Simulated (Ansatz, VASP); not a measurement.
**Two plane-wave programs on SiC5**

```xyz
6
Lattice="2.1524 1.2427 4.3211 -2.1524 1.2427 4.3211 0.0000 -2.4853 4.3211" Properties=species:S:1:pos:R:3 pbc="T T T"
Si    0.0000    0.0000    0.0000
C     0.7391    1.2801    6.4816
C    -1.4781    0.0000    6.4816
C     0.7391   -1.2801    6.4816
C     0.0000    0.0000    2.3244
C     0.0000    0.0000   10.6389
```

Change from the starting cell: species swapped into the Sm5Mg type (R32, No. 155).

Alike in both runs: functional PBE; k mesh 12 × 12 × 12; occupations gaussian, width 0.1 eV; no spin polarisation.

Ansatz relaxed the structure, and its values are those at the end. VASP's run is a single point on that final structure, the one shown.

|  | VASP | Ansatz |
| --- | --- | --- |
| version | VASP 6.6.1 | Ansatz 0.2.0 |
| potentials or method | VASP PAW PBE potentials, release 64 (Si, C), cutoff 520 eV | scalar-relativistic, plane waves, PAW |
| valence electrons in the cell | 24 | 24 |

Ansatz gave:

- gap on the k mesh at the Fermi level (eV): none
- pressure (GPa): 0.0
- rms of the force components (eV/Å): 0.002

**Question.** What did VASP give for the same quantities?

**Answer.** gap on the k mesh at the Fermi level (eV): none; pressure (GPa): 0.3; rms of the force components (eV/Å): 0.014.

A gap of «none» marks a metal or a gap that the smearing closes. The functional is the same, so the differences come from potentials, cutoffs and numerics.
